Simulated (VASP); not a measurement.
Input of a VASP 6.6.1 run:

INCAR

```
PREC = Accurate ; ENCUT = 520
EDIFF = 1E-7 ; ISMEAR = -1
SIGMA = 0.03 ; LREAL = False
LASPH = True ; NELM = 100
ALGO = Normal ; ISIF = 2
LWAVE = False ; LCHARG = True
GGA = PS ; LELF = True
LVHAR = True ; NBANDS = 19
```

Contents of KPOINTS:

```
Automatic mesh
0
Gamma
  18 18 9
```

The input POSCAR:

```
Zn
1.0
    2.6143598013      0.0000000000      0.0000000000
   -1.3071799007      2.2641020026      0.0000000000
    0.0000000000      0.0000000000      4.8731610200
Zn
2
Direct
    0.3546644518      0.6822821292      0.2500000000
    0.6666666667      0.3333333333      0.7500000000
```

Potentials or basis: VASP PAW PBE potentials, release 64 (Zn).

Launch:

```console
$ cat potpaw_PBE.64/Zn/POTCAR > POTCAR
$ mpirun -np 1 vasp_std > vasp.out
```

Q: Estimate the largest force.

A: 0.030 eV/Å.

Q: What does it give for the band gap on the k mesh?

A: Zero (bands 12 and 13 overlap by 4.72 eV).

Forces in eV/Å, atoms in the order of the input:
```
Zn  -0.021 -0.022  0.000
Zn   0.021  0.022  0.000
```

Caveat: the cell differs from its parent crystal (atom 1 (Zn) moved by [0.035355, 0.035355, 0.0] A); the PAW data sets were made with another functional, which shifts forces and pressure a little.
